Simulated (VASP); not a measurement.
# EuS (Fm-3m) in VASP: notebook

The runs below take EuS through single point, with PBE+U.

Everything below comes from runs of VASP 6.6.1. Logs are shortened: lines on timing, memory, paths and dates and some standing lists are left out, and cuts for length are marked.

## 1. The cell of the first run

The structure is cubic, space group Fm-3m (No. 225). Conventional cell: a = 5.904 Å, b = 5.904 Å, c = 5.904 Å, α = 90.00°, β = 90.00°, γ = 90.00°. Eu (site symmetry m-3m) has 6 S at 2.95 Å within 3.9 Å. S (site symmetry m-3m) has 6 Eu at 2.95 Å within 3.9 Å.

## 2. Single point, PBE+U, collinear spin, ferromagnetic start

Contents of INCAR:

```
SYSTEM = EuS
PREC     = Accurate       ! precision mode
ENCUT    = 600            ! plane-wave cutoff, eV
EDIFF    = 1E-6           ! SCF threshold, eV
ISMEAR   = -1             ! smearing method
SIGMA    = 0.1            ! smearing width, eV
LREAL    = .FALSE.        ! projectors in reciprocal space
LASPH    = .TRUE.         ! aspherical terms in the spheres
NELM     = 200            ! most SCF steps
ALGO     = Normal         ! electronic algorithm
ISIF     = 2              ! what is computed and relaxed
LWAVE    = .FALSE.        ! write WAVECAR
LCHARG   = .FALSE.        ! write CHGCAR
ISPIN    = 2              ! spin polarisation
MAGMOM   = 4.9 0          ! initial moments
LORBIT   = 11             ! projections on sites
LMAXMIX  = 6              ! l up to which the mixer works
LDAU     = .TRUE.         ! DFT+U
LDAUTYPE = 2            
LDAUL    = 3 -1           ! shell
LDAUU    = 5 0            ! U, eV
LDAUJ    = 0 0          
LDAUPRINT= 1            
GGA      = PE             ! functional
NBANDS   = 22             ! bands
GGA_COMPAT= .FALSE.
```

Contents of KPOINTS:

```
Automatic mesh
0
G
  7 7 7
  0 0 0
```

Contents of POSCAR:

```
EuS
1.0
    0.0000000000      2.9517855565      2.9517855565
    2.9517855565      0.0000000000      2.9517855565
    2.9517855565      2.9517855565      0.0000000000
Eu S
1 1
Direct
    0.0000000000      0.0000000000      0.0000000000
    0.5000000000      0.5000000000      0.5000000000
```

Potentials or basis: VASP PAW PBE potentials, release 64 (Eu, S).

Launch:

```sh
> cat potpaw_PBE.64/Eu/POTCAR potpaw_PBE.64/S/POTCAR > POTCAR
> mpirun -np 1 vasp_std > vasp.out
```

OUTCAR:

```text
SYSTEM = EuS
   PREC = Accurate
   ENCUT = 600
   EDIFF = 1E-6
   ISMEAR = -1
   LREAL = .FALSE.
   LASPH = .TRUE.
   NELM = 200
   ISIF = 2
   ISPIN = 2
   LORBIT = 11
   GGA = PE

 ion  position               nearest neighbor table
   1  0.000  0.000  0.000-   2 2.95   2 2.95   2 2.95   2 2.95   2 2.95   2 2.95
   2  0.500  0.500  0.500-   1 2.95   1 2.95   1 2.95   1 2.95   1 2.95   1 2.95

  LATTYP: Found a face centered cubic cell.
 ALAT       =     5.9035711130

  Lattice vectors:

 A1 = (   0.0000000000,   2.9517855565,   2.9517855565)
 A2 = (   2.9517855565,   0.0000000000,   2.9517855565)
 A3 = (   2.9517855565,   2.9517855565,   0.0000000000)

Analysis of symmetry for initial positions (statically):
=====================================================================
 Subroutine PRICEL returns:
 Original cell was already a primitive cell.

 Routine SETGRP: Setting up the symmetry group for a
 face centered cubic supercell.

 Subroutine GETGRP returns: Found 48 space group operations
 (whereof 48 operations were pure point group operations)
 out of a pool of 48 trial point group operations.

The static configuration has the point symmetry O_h .

Analysis of symmetry for dynamics (positions and initial velocities):
=====================================================================
 Subroutine PRICEL returns:
 Original cell was already a primitive cell.

 Routine SETGRP: Setting up the symmetry group for a
 face centered cubic supercell.

 Subroutine GETGRP returns: Found 48 space group operations
 (whereof 48 operations were pure point group operations)
 out of a pool of 48 trial point group operations.

The dynamic configuration has the point symmetry O_h .

Analysis of structural, dynamic, and magnetic symmetry:
=====================================================================
 Subroutine PRICEL returns:
 Original cell was already a primitive cell.
[... 180 lines left out ...]
  o =  0.9678  v =  0.0000  0.0000 -0.0000 -0.9982  0.0362 -0.0000 -0.0468  0.0000  0.0000  0.0000  0.0000  0.0000  0.0000  0.0000      0.0000  0.0000  0.0000  0.0000  0.0000  0.0000  0.0000  0.0000  0.0000  0.0000  0.0000  0.0000  0.0000  0.0000
  o =  0.9722  v =  0.0000  1.0000 -0.0000  0.0000  0.0000 -0.0000  0.0000  0.0000  0.0000  0.0000  0.0000  0.0000  0.0000  0.0000      0.0000  0.0000  0.0000  0.0000  0.0000  0.0000  0.0000  0.0000  0.0000  0.0000  0.0000  0.0000  0.0000  0.0000
  o =  0.9729  v =  0.6124 -0.0000 -0.7906  0.0000  0.0000  0.0000  0.0000  0.0000  0.0000  0.0000  0.0000  0.0000  0.0000  0.0000      0.0000  0.0000  0.0000  0.0000  0.0000  0.0000  0.0000  0.0000  0.0000  0.0000  0.0000  0.0000  0.0000  0.0000
  o =  0.9729  v =  0.0000  0.0000 -0.0000  0.0000 -0.7906 -0.0049 -0.6124  0.0000  0.0000  0.0000  0.0000  0.0000  0.0000  0.0000      0.0000  0.0000  0.0000  0.0000  0.0000  0.0000  0.0000  0.0000  0.0000  0.0000  0.0000  0.0000  0.0000  0.0000
  o =  0.9729  v =  0.0000  0.0000  0.0000 -0.0000 -0.0039  1.0000 -0.0030  0.0000  0.0000  0.0000  0.0000  0.0000  0.0000  0.0000      0.0000  0.0000  0.0000  0.0000  0.0000  0.0000  0.0000  0.0000  0.0000  0.0000  0.0000  0.0000  0.0000  0.0000

 number of electron      23.0000001 magnetization       6.9997197

 Free energy of the ion-electron system (eV)
  ---------------------------------------------------
  ext. energy  EPLUGINS =         0.00000000
  ---------------------------------------------------
  free energy    TOTEN  =       -19.22673290 eV

  energy without entropy =      -19.21831311  energy(sigma->0) =      -19.22252300

 E-fermi :   3.8463     XC(G=0):  -9.6963

 val. band max:        3.7895422191   @ k =   0.4286   0.4286   0.0000
 cond. band min:       4.3343253939   @ k =   0.4286   0.4286   0.0000
 fundamental gap:      0.5447831748
 Fermi energy:         3.8462892317

 spin component 1

 k-point     1 :       0.0000    0.0000    0.0000
  band No.  band energies     occupation
      1     -36.2977      1.00000
      2     -15.1527      1.00000
      3     -15.1527      1.00000
      4     -15.1527      1.00000
      5      -9.0783      1.00000
      6       1.4711      1.00000
[... 489 lines left out ...]
     21      11.4473      0.00000
     22      12.7334      0.00000
 Fermi energy:         3.8462892317

 spin component 2

 k-point     1 :       0.0000    0.0000    0.0000
  band No.  band energies     occupation
      1     -33.1712      1.00000
      2     -12.8807      1.00000
      3     -12.8807      1.00000
      4     -12.8807      1.00000
      5      -9.0810      1.00000
      6       1.8870      1.00000
[... 489 lines left out ...]
     21      12.8160      0.00000
     22      13.9019      0.00000

------------------------ aborting loop because EDIFF is reached ----------------------------------------

  FORCE on cell =-STRESS in cart. coord.  units (eV):
  Direction    XX          YY          ZZ          XY          YZ          ZX
  --------------------------------------------------------------------------------------
  -------------------------------------------------------------------------------------
  Total        0.6245876      0.6245876      0.6245876      0.0000000      0.0000000      0.0000000
  in kB       19.4544774     19.4544774     19.4544774      0.0000000      0.0000000      0.0000000
  external PRESSURE =      19.4544774 kB  Pullay stress =       0.0000000 kB

 VOLUME and BASIS-vectors are now :
 -----------------------------------------------------------------------------
  energy-cutoff  :      600.00
  volume of cell :       51.44
      direct lattice vectors                 reciprocal lattice vectors
     0.000000000  2.951785556  2.951785556    -0.169388999  0.169388999  0.169388999
     2.951785556  0.000000000  2.951785556     0.169388999 -0.169388999  0.169388999
     2.951785556  2.951785556  0.000000000     0.169388999  0.169388999 -0.169388999

 POSITION                                       TOTAL-FORCE (eV/Angst)
 -----------------------------------------------------------------------------------
      0.00000      0.00000      0.00000        -0.000000     -0.000000      0.000000
      2.95179      2.95179      2.95179         0.000000      0.000000     -0.000000
 -----------------------------------------------------------------------------------
    total drift:                               -0.000000      0.000000      0.000000

  FREE ENERGIE OF THE ION-ELECTRON SYSTEM (eV)
  ---------------------------------------------------
  free  energy   TOTEN  =       -19.2267328976 eV

  energy  without entropy=      -19.2183131101  energy(sigma->0) =      -19.22252300

 total charge

# of ion       s       p       d       f       tot
--------------------------------------------------
    1        2.030   5.786   0.267   6.798  14.881
    2        1.317   2.457   0.000   0.000   3.774
--------------------------------------------------
tot          3.347   8.243   0.267   6.798  18.655

 magnetization (x)

# of ion       s       p       d       f       tot
--------------------------------------------------
    1       -0.015  -0.116   0.055   6.776   6.700
    2       -0.007  -0.060   0.000   0.000  -0.067
--------------------------------------------------
tot         -0.022  -0.177   0.055   6.776   6.633
```

Run time: 49 s. Hardware: 1 thread of Intel Xeon Platinum 8488C (Sapphire Rapids), shared host; peak memory 0.27 GiB.

What came out:

- Free energy: -19.2267 eV
- Pressure: 1.9 GPa
- Net moment: 7.00 μB per cell
- Site moments: Eu +6.70; S -0.07 μB
- Valence electrons inside the program's atomic spheres: Eu 14.88; S 3.77

Eigenvalues of the final occupation matrices:
```tsv
site	spin	trace	eigenvalues
site 1 f	1	6.79	0.97 0.97 0.97 0.97 0.97 0.97 0.97
site 1 f	2	0.01	0.00 0.00 0.00 0.00 0.00 0.00 0.00
```

Caveat: spin-orbit coupling is left out, which moves the levels of the heavy elements; a cell with one magnetic atom can't hold antiferromagnetic order, which such compounds often take. The state reached can hang on the start; a lower one may exist.

## 3. Single point, PBE+U, collinear spin, ferromagnetic start

This run uses another cell than the first one, of 26.42 Å³/atom, 1.027 times its volume.

Contents of INCAR:

```
SYSTEM = EuS
ALGO = Normal
EDIFF = 1E-6
ENCUT = 600
GGA = PE
GGA_COMPAT = .False.
ISIF = 2
ISMEAR = -1
ISPIN = 2
LASPH = .True.
LCHARG = .False.
LDAU = .True.
LDAUJ = 0 0
LDAUL = 3 -1
LDAUPRINT = 1
LDAUTYPE = 2
LDAUU = 5 0
LMAXMIX = 6
LORBIT = 11
LREAL = .False.
LWAVE = .False.
MAGMOM = 4.9 0
NBANDS = 22
NELM = 200
PREC = Accurate
SIGMA = 0.1
```

Contents of KPOINTS:

```
k-points
0
Gamma
  7 7 7
  0 0 0
```

Contents of POSCAR:

```
EuS
1.0
    0.0000000000      2.9785000000      2.9785000000
    2.9785000000      0.0000000000      2.9785000000
    2.9785000000      2.9785000000      0.0000000000
Eu S
1 1
Direct
    0.0000000000      0.0000000000      0.0000000000
    0.5000000000      0.5000000000      0.5000000000
```

Potentials or basis: VASP PAW PBE potentials, release 64 (Eu, S).

Launch:

```sh
> cat potpaw_PBE.64/Eu/POTCAR potpaw_PBE.64/S/POTCAR > POTCAR
> mpirun -np 1 vasp_std > vasp.out
```

Wall time 57 s (1 thread of Intel Xeon Platinum 8488C (Sapphire Rapids), shared host); peak memory 0.27 GiB.

Results (log left out):

* Free energy: -19.2376 eV
* Pressure: 0.6 GPa
* Band gap on the k mesh: 0.24 eV, indirect (least direct gap 0.48 eV)
* Net moment: 7.00 μB per cell
* Site moments: Eu +6.71; S -0.06 μB
* Valence electrons inside the program's atomic spheres: Eu 14.87; S 3.77

Levels at points of the mesh, in eV from the valence-band top:
Spin up:
```
           k point  band 13  band 14  band 15  band 16  band 17  band 18
(0.00, 0.00, 0.00)     0.00     0.00     0.00     1.79     2.09     2.09
```
Spin down:
| k point | band 4 | band 5 | band 6 | band 7 | band 8 | band 9 | band 10 | band 11 | band 12 | band 13 |
| --- | --- | --- | --- | --- | --- | --- | --- | --- | --- | --- |
| (0.00, 0.00, 0.00) | -16.55 | -12.63 | -1.73 | -1.73 | -1.73 | 2.26 | 2.76 | 2.76 | 2.76 | 3.72 |

Eigenvalues of the final occupation matrices:
```csv
site,spin,trace,eigenvalues
site 1 f,1,6.80,0.97 0.97 0.97 0.97 0.97 0.97 0.97
site 1 f,2,0.01,0.00 0.00 0.00 0.00 0.00 0.00 0.00
```

Caveat: spin-orbit coupling is left out, which moves the levels of the heavy elements; a cell with one magnetic atom can't hold antiferromagnetic order, which such compounds often take. The state reached can hang on the start; a lower one may exist.
